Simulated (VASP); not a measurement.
A run of VASP 6.6.1 is set up as follows.

Contents of INCAR:

```
SYSTEM = CrCuO2
PREC = Accurate
ENCUT = 600
EDIFF = 1E-6
ISMEAR = -1
SIGMA = 0.08
LREAL = .False.
LASPH = .True.
NELM = 120
ALGO = Normal
ISIF = 2
LWAVE = .False.
LCHARG = .False.
GGA = PS
NBANDS = 26
GGA_COMPAT = .False.
```

Contents of KPOINTS:

```
regular mesh
0
Gamma
  11 11 11
  0 0 0
```

The input POSCAR:

```
CrCuO2
1.0
    1.4563506678      0.8408244501      5.5836408197
   -1.4563506678      0.8408244501      5.5836408197
    0.0000000000     -1.6816489002      5.5836408197
Cr Cu O
1 1 2
Direct
    0.5000000000      0.5000000000      0.5000000000
    0.0000000000      0.0000000000      0.0000000000
    0.1079200000      0.1079200000      0.1079200000
    0.8920800000      0.8920800000      0.8920800000
```

Potentials or basis: VASP PAW PBE potentials, release 64 (Cr_pv, Cu, O).

The run is started by

```sh
$ cat potpaw_PBE.64/Cr_pv/POTCAR potpaw_PBE.64/Cu/POTCAR potpaw_PBE.64/O/POTCAR > POTCAR
$ mpirun -np 1 vasp_std > vasp.out
```

Question: What does it give for the largest force?

Answer: 0.519 eV/Å.

Question: Estimate the band gap on the k mesh.

Answer: Zero (an odd number of electrons rules out a gap without spin polarisation).

Question: What does it give for the pressure?

Answer: 0.6 GPa.

Stress tensor (GPa, compression positive):
```
-7.54  0.00  0.00
 0.00 -7.54  0.00
 0.00  0.00 16.77
```

Caveat: the stress differs along the axes, from -8 to 17 GPa; the PAW data sets were made with another functional, which shifts forces and pressure a little; an odd number of electrons without spin polarisation forces a metal; a magnetic or distorted state may lie lower; the run has no spin polarisation, though such a crystal can be magnetic; semilocal functionals often make such compounds metallic where correlation or magnetic order opens a gap, which also shifts bond lengths. Spin polarisation is off, so any magnetic state and its effect on volume and gap are missing.
